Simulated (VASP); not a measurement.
The system is Be.

```xyz
2
Lattice="1.3373 -3.7535 0.0000 1.3373 3.7535 0.0000 0.0000 0.0000 2.0056" Properties=species:S:1:pos:R:3 pbc="T T T"
Be    1.3373   -2.7295    0.0000
Be    1.3373    2.7295    0.0000
```

The cell was built from a structure type or drawn by symmetry, and may not be a known phase.

```yaml
Program: VASP 6.6.1
Task: relaxation of cell and atoms
Functional: PBE
Potentials_or_basis: VASP PAW PBE potentials, release 64 (Be)
Cutoff: 600 eV
k_mesh: 22 × 22 × 28
Occupations: gaussian, width 0.1 eV
Spin: no spin polarisation
```

At the start: pressure 0.3 GPa; volume 10.07 Å³/atom.

Task: How do energy, volume and symmetry change on relaxing?

Result: Over 10 steps the energy falls by 10.4 meV/atom and the volume is 9.80 Å³/atom (-2.7 %); space group Cmmm (No. 65, to 0.1 Å) before and after.

The path:
```
step  energy change (eV)  largest force (eV/Å)  pressure (GPa)  volume (Å³)
   1              0.0000                0.0939            0.26        20.13
   2             -0.0064                0.0666           -0.51        20.18
   3             -0.0126                0.0086           -1.74        20.26
   4             -0.0080                0.2145           -3.33        20.39
   5             -0.0141                0.0649           -2.23        20.30
   6             -0.0193                0.0350           -1.11        19.92
   7             -0.0205                0.0144           -0.24        19.64
   8             -0.0206                0.0140           -0.20        19.63
   9             -0.0207                0.0075            0.10        19.58
  10             -0.0208                0.0090            0.02        19.60
```

Final structure:
```
Be
1.0
     1.24419   -3.83386    0.00000
     1.24419    3.83386    0.00000
     0.00000    0.00000    2.05396
Be
2
Direct
  0.86614 0.13386 0.00000
  0.13386 0.86614 0.00000
```
